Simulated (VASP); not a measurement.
**Pd: single point with PBE**

The system is Pd.

```
CELL_PARAMETERS angstrom
2.61491 0.00000 0.00000
0.00000 2.61491 0.00000
0.00000 0.00000 2.61491
ATOMIC_POSITIONS crystal
Pd 0.00000 0.00000 0.00000
```

This isn't the form of Pd at room conditions, which is fcc.

* Program: VASP 6.6.1
* Task: single point
* Functional: PBE
* Potentials or basis: VASP PAW PBE potentials, release 64 (Pd)
* Cutoff: 500 eV
* k mesh: 20 × 20 × 20
* Occupations: fermi-dirac, width 0.05 eV
* Spin: collinear spin
* Starting moments: [0.5] μB
* Dipole correction: no
* Further INCAR settings: ALGO = Normal; EDIFF = 1e-06; NBANDS = 15

- Pressure: -0.3 GPa
- Band gap on the k mesh: zero (filled and empty bands overlap)
- Net moment: 0.00 μB per cell
- Valence electrons inside the program's atomic spheres: Pd 9.34

Levels at points of the mesh, in eV from the Fermi level:
Spin up:
```tsv
k point	band 2	band 3	band 4	band 5	band 6	band 7	band 8	band 9
(0.00, 0.00, 0.00)	-4.44	-4.44	0.01	0.01	0.01	16.42	16.42	16.42
(0.50, 0.00, 0.00)	-3.84	-1.51	-1.51	0.15	0.45	4.81	18.29	21.12
(0.50, 0.50, 0.00)	-3.34	-1.22	-1.22	1.12	5.53	5.53	11.41	12.28
(0.50, 0.50, 0.50)	-3.79	-3.79	1.22	1.22	11.09	11.11	11.11	11.11
```
Spin down:
| k point | band 2 | band 3 | band 4 | band 5 | band 6 | band 7 | band 8 | band 9 |
| --- | --- | --- | --- | --- | --- | --- | --- | --- |
| (0.00, 0.00, 0.00) | -4.44 | -4.44 | 0.01 | 0.01 | 0.01 | 16.42 | 16.42 | 16.42 |
| (0.50, 0.00, 0.00) | -3.84 | -1.51 | -1.51 | 0.15 | 0.45 | 4.81 | 18.29 | 21.12 |
| (0.50, 0.50, 0.00) | -3.34 | -1.22 | -1.22 | 1.12 | 5.53 | 5.53 | 11.41 | 12.28 |
| (0.50, 0.50, 0.50) | -3.79 | -3.79 | 1.22 | 1.22 | 11.09 | 11.11 | 11.11 | 11.11 |

Wall time 2.4 min on 1 thread of Intel Xeon 8259CL, with other jobs on the host, peak memory 0.21 GiB.
